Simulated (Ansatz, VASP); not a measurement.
**Two plane-wave programs on CdF2**

The input INCAR:

```
SYSTEM = CdF2
PREC = Accurate
ENCUT = 520
EDIFF = 1E-7
ISMEAR = 0
SIGMA = 0.05
LREAL = .False.
LASPH = .True.
NELM = 80
ALGO = Normal
ISIF = 2
LWAVE = .False.
LCHARG = .True.
GGA = PE
LELF = .True.
LVHAR = .True.
NBANDS = 20
```

KPOINTS

```
regular mesh
0
Gamma
  8 8 8
  0 0 0
```

The input POSCAR:

```
CdF2
1.0
    0.0000000000      2.6131800000      2.6940000000
    2.7748200000      0.0000000000      2.6940000000
    2.7748200000      2.6131800000      0.0000000000
Cd F
1 2
Direct
    0.0000000000      0.0000000000      0.0000000000
    0.2500000000      0.2500000000      0.2500000000
    0.7500000000      0.7500000000      0.7500000000
```

Input for Ansatz:

```yaml
crystal:
  lattice:
    - [0.0, 2.61318, 2.694]
    - [2.77482, 0.0, 2.694]
    - [2.77482, 2.61318, 0.0]
  atoms:
    - { symbol: Cd, position: [0.0, 0.0, 0.0] }
    - { symbol: F, position: [0.25, 0.25, 0.25] }
    - { symbol: F, position: [0.75, 0.75, 0.75] }
basis:
  ecutwfc: 420
kpoints:
  mp_grid: { grid: [8, 8, 8] }
hamiltonian:
  xc: pbe
scf:
  occupations: { method: gaussian, width: 0.05 }
output:
  forces: true
  stress: true
  eigenvalues: true
```

Change from the starting cell: strain +0.0300 x Voigt [1, -1, 0, 0, 0, 0], atoms carried along.

Alike in both runs: task single point; functional PBE; k mesh 8 × 8 × 8; occupations gaussian, width 0.05 eV; no spin polarisation.

|  | VASP | Ansatz |
| --- | --- | --- |
| version | VASP 6.6.1 | Ansatz 0.2.0 |
| potentials or method | VASP PAW PBE potentials, release 64 (Cd, F), cutoff 520 eV | scalar-relativistic, plane waves, PAW |
| valence electrons in the cell | 26 | 34 |

|  | VASP | Ansatz | Ansatz less VASP |
| --- | --- | --- | --- |
| gap on the k mesh at the Fermi level (eV) | 2.99 | 3.02 | +0.033 |
| least direct gap on the mesh (eV) | 3.46 | 3.49 | +0.031 |
| pressure (GPa) | 6.3 | 5.5 | -0.73 |
| traceless stress, the component that is largest in VASP (GPa) | 3.30 | 3.35 | +0.050 |

With one functional, cell and mesh, what is left measures potentials, basis and numerics. VASP's potentials hold 26 valence electrons a cell and Ansatz's 34, so a difference there can come from the potentials and not from the codes.
